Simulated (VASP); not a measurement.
# Sb (Pm-3m) in VASP: further runs, part 3 of 3

VASP 6.6.1. Earlier steps stand in the parts before.

### 5 Electric field gradients, PBEsol (volume scaled by 1.01)

INCAR reads:

```
PREC = Accurate
ENCUT = 520
EDIFF = 1E-8
ISMEAR = -1
SIGMA = 0.08
LREAL = False
LASPH = True
NELM = 60
ALGO = Normal
ISIF = 2
LWAVE = False
LCHARG = False
GGA = PS
LEFG = True
NBANDS = 8
```

KPOINTS reads:

```
Automatic mesh
0
Gamma
  12 12 12
```

POSCAR reads:

```
Sb
1.0
    3.1704984160      0.0000000000      0.0000000000
    0.0000000000      3.1704984160      0.0000000000
    0.0000000000      0.0000000000      3.1704984160
Sb
1
Direct
    0.0000000000      0.0000000000      0.0000000000
```

Potentials or basis: VASP PAW PBE potentials, release 64 (Sb).

On the command line:

```console
$ cat potpaw_PBE.64/Sb/POTCAR > POTCAR
$ mpirun -np 1 vasp_std > vasp.out
```

OUTCAR:

```text
PREC = Accurate
   ENCUT = 520
   EDIFF = 1E-8
   ISMEAR = -1
   LREAL = False
   LASPH = True
   NELM = 60
   ISIF = 2
   GGA = PS

 ion  position               nearest neighbor table
   1  0.000  0.000  0.000-

  LATTYP: Found a simple cubic cell.
 ALAT       =     3.1704984160

  Lattice vectors:

 A1 = (   3.1704984160,   0.0000000000,   0.0000000000)
 A2 = (   0.0000000000,   3.1704984160,   0.0000000000)
 A3 = (   0.0000000000,   0.0000000000,   3.1704984160)

Analysis of symmetry for initial positions (statically):
=====================================================================
 Subroutine PRICEL returns:
 Original cell was already a primitive cell.

 Routine SETGRP: Setting up the symmetry group for a
 simple cubic supercell.

 Subroutine GETGRP returns: Found 48 space group operations
 (whereof 48 operations were pure point group operations)
 out of a pool of 48 trial point group operations.

The static configuration has the point symmetry O_h .

Analysis of symmetry for dynamics (positions and initial velocities):
=====================================================================
 Subroutine PRICEL returns:
 Original cell was already a primitive cell.

 Routine SETGRP: Setting up the symmetry group for a
 simple cubic supercell.

 Subroutine GETGRP returns: Found 48 space group operations
 (whereof 48 operations were pure point group operations)
 out of a pool of 48 trial point group operations.

The dynamic configuration has the point symmetry O_h .

 Subroutine INISYM returns: Found 48 space group operations
 (whereof 48 operations are pure point group operations),
 and found     1 'primitive' translations

----------------------------------------------------------------------------------------

                                     Primitive cell

  volume of cell :      31.8700

  direct lattice vectors                    reciprocal lattice vectors
     3.170498416  0.000000000  0.000000000     0.315407822  0.000000000  0.000000000
     0.000000000  3.170498416  0.000000000     0.000000000  0.315407822  0.000000000
     0.000000000  0.000000000  3.170498416     0.000000000  0.000000000  0.315407822

  length of vectors
     3.170498416  3.170498416  3.170498416     0.315407822  0.315407822  0.315407822

  position of ions in fractional coordinates (direct lattice)
     0.000000000  0.000000000  0.000000000

  ion indices of the primitive-cell ions
   primitive index   ion index
                 1           1

----------------------------------------------------------------------------------------

 KPOINTS: Automatic mesh

Automatic generation of k-mesh.
 Grid dimensions read from file:
 generate k-points for:   12   12   12

 Generating k-lattice:

[... 64 lines left out ...]
   NSW    =      0    number of steps for IOM
   IBRION =     -1    ionic relax: 0-MD 1-quasi-New 2-CG
   NFREE  =      0    steps in history (QN), initial steepest desc. (CG)
   ISIF   =      2    stress and relaxation
   ISYM   =      2    0-nonsym 1-usesym 2-fastsym
   POTIM  = 0.5000    time-step for ionic-motion
   TEBEG  =    0.0;   TEEND  =   0.0 temperature during run
   PSTRESS=    0.0 pullay stress
   NELECT =       5.0000    total number of electrons
   NUPDOWN=      -1.0000    fix difference up-down
   EMIN   =  10.00;   EMAX   =-10.00  energy-range for DOS
   EFERMI =   0.00;   METHOD = LEGACY
   ISMEAR =    -1;   SIGMA  =   0.08  broadening in eV -4-tet -1-fermi 0-gaus
   EFERMI_NEDOS =   21; number of points for ismear=-14 and -15
   IALGO  =     38    algorithm
   IMIX   =      4    mixing-type and parameters
     AMIX     =   0.40;   BMIX     =  1.00
     AMIX_MAG =   1.60;   BMIX_MAG =  1.00
  volume/ion in A,a.u.               =      31.87       215.07
  Fermi-wavevector in a.u.,A,eV,Ry     =   0.882952  1.668538 10.607169  0.779605
  Thomas-Fermi vector in A             =   2.003653
   LORBIT       =      0    0 simple, 1 ext, 2 COOP (PROOUT), +10 PAW based schemes
   GGA     = PS    functional components
   LHFCALC =     F    Hartree Fock is set to
   AEXX    =    0.0000 exact exchange contribution
   IVDW    =     0    specifies the selected vdW correction
   LEPSILON=     F    determine dielectric tensor
   LRPA    =     F    only Hartree local field effects (RPA)
 non-spin polarized calculation
  energy-cutoff  :      520.00
  volume of cell :       31.87
 maximum number of plane-waves:       912
 NGX is ok and might be reduce to    24
   NGX = 11   NGY = 11   NGZ = 11

 number of electron       5.0000001 magnetization

 Free energy of the ion-electron system (eV)
  ---------------------------------------------------
  ext. energy  EPLUGINS =         0.00000000
  ---------------------------------------------------
  free energy    TOTEN  =        -4.47404695 eV

  energy without entropy =       -4.45819781  energy(sigma->0) =       -4.46612238

 E-fermi :   6.2426     XC(G=0):  -9.4779

 val. band max:        6.2350670321   @ k =   0.1667   0.0000   0.0000
 cond. band min:       6.2693392232   @ k =   0.4167   0.4167   0.3333
 fundamental gap:      0.0342721911
 Fermi energy:         6.2426232588

 k-point     1 :       0.0000    0.0000    0.0000
  band No.  band energies     occupation
      1      -5.7290      2.00000
      2       9.2746      0.00000
      3       9.2746      0.00000
      4       9.2746      0.00000
      5      13.0663      0.00000
      6      13.0663      0.00000
      7      13.9185      0.00000
      8      23.5311      0.00000
[... 243 lines left out ...]
 k-point    24 :       0.4167    0.3333    0.0000
  band No.  band energies     occupation
      1      -2.3946      2.00000
      2       2.7725      2.00000
      3       4.4943      2.00000
      4      10.3444      0.00000
      5      12.1326      0.00000
      6      16.7182      0.00000
      7      18.8529      0.00000
      8      19.0866      0.00000

 [... further k-points ...]

------------------------ aborting loop because EDIFF is reached ----------------------------------------

  FORCE on cell =-STRESS in cart. coord.  units (eV):
  Direction    XX          YY          ZZ          XY          YZ          ZX
  --------------------------------------------------------------------------------------
  -------------------------------------------------------------------------------------
  Total       -0.9886203     -0.9886203     -0.9886203     -0.0000000     -0.0000000      0.0000000
  in kB      -49.7001276    -49.7001276    -49.7001276     -0.0000000     -0.0000000      0.0000000
  external PRESSURE =     -49.7001276 kB  Pullay stress =       0.0000000 kB

 VOLUME and BASIS-vectors are now :
 -----------------------------------------------------------------------------
  energy-cutoff  :      520.00
  volume of cell :       31.87
      direct lattice vectors                 reciprocal lattice vectors
     3.170498416  0.000000000  0.000000000     0.315407822  0.000000000  0.000000000
     0.000000000  3.170498416  0.000000000     0.000000000  0.315407822  0.000000000
     0.000000000  0.000000000  3.170498416     0.000000000  0.000000000  0.315407822

 POSITION                                       TOTAL-FORCE (eV/Angst)
 -----------------------------------------------------------------------------------
      0.00000      0.00000      0.00000         0.000000      0.000000      0.000000
 -----------------------------------------------------------------------------------
    total drift:                               -0.000000      0.000000      0.000000

  FREE ENERGIE OF THE ION-ELECTRON SYSTEM (eV)
  ---------------------------------------------------
  free  energy   TOTEN  =        -4.4740469531 eV

  energy  without entropy=       -4.4581978058  energy(sigma->0) =       -4.46612238

 Electric field gradients (V/A^2)
---------------------------------------------------------------------
 ion       V_xx      V_yy      V_zz      V_xy      V_xz      V_yz
---------------------------------------------------------------------
   1      -0.000    -0.000     0.000     0.000    -0.000     0.000
---------------------------------------------------------------------

 Electric field gradients after diagonalization (V/A^2)
 (convention: |V_zz| > |V_xx| > |V_yy|)
----------------------------------------------------------------------
 ion       V_xx      V_yy      V_zz     asymmetry (V_yy - V_xx)/ V_zz
----------------------------------------------------------------------
   1      -0.000    -0.000     0.000       0.085
----------------------------------------------------------------------

           NMR quadrupolar parameters

 Cq : quadrupolar parameter    Cq=e*Q*V_zz/h
 eta: asymmetry parameters     (V_yy - V_xx)/ V_zz
 Q  : nuclear electric quadrupole moment in mb (millibarn)
----------------------------------------------------------------------
 ion       Cq(MHz)       eta       Q (mb)
----------------------------------------------------------------------
   1       0.000       0.085       1.000
----------------------------------------------------------------------
```

stdout:

```text
POSCAR found type information on POSCAR Sb
 POSCAR found :  1 types and       1 ions
 scaLAPACK will be used
 -----------------------------------------------------------------------------
|                                                                             |
|                                                                             |
|     You enforced a specific xc type in the INCAR file but a different       |
|     I HOPE YOU KNOW WHAT YOU ARE DOING!                                     |
|                                                                             |
 -----------------------------------------------------------------------------

 LDA part: xc-table for (Slater+PW92), standard interpolation
 POSCAR, INCAR and KPOINTS ok, starting setup
 FFT: planning ... GRIDC
 FFT: planning ... GRID_SOFT
 FFT: planning ... GRID
 WAVECAR not read
 entering main loop
ion   1
```

Run time: 4.8 s. Hardware: 1 thread of Intel Xeon 6975P-C (Granite Rapids), shared host; peak memory 0.15 GiB.

What came out:

- Free energy: -4.4740 eV
- Pressure: -5.0 GPa

Caveat: without QUAD_EFG the Cq values of the log hold for a quadrupole moment of 1 mb, not for the nuclei; the PAW data sets were made with another functional, which shifts forces and pressure a little; spin-orbit coupling is left out, which moves the levels of the heavy elements.

### 6 The runs side by side

| cell | gap on the mesh (eV) | pressure (GPa) |
| --- | --- | --- |
| a = 3.149 Å, 1 atom | none | -4.2 |
| a = 3.160 Å, 1 atom | none | -4.6 |
| a = 3.170 Å, 1 atom | none | -5.0 |

Alike in all rows: task electric field gradients; level PBEsol; potentials or basis VASP PAW PBE potentials, release 64 (Sb); no spin polarisation; k mesh 12 × 12 × 12; cutoff (eV) 520; smearing fermi-dirac 0.08 eV.

Caveats: the PAW data sets were made with another functional, which shifts forces and pressure a little; spin-orbit coupling is left out, which moves the levels of the heavy elements.

Total energies depend on the potentials used, so only differences within one code and one set of settings carry meaning.
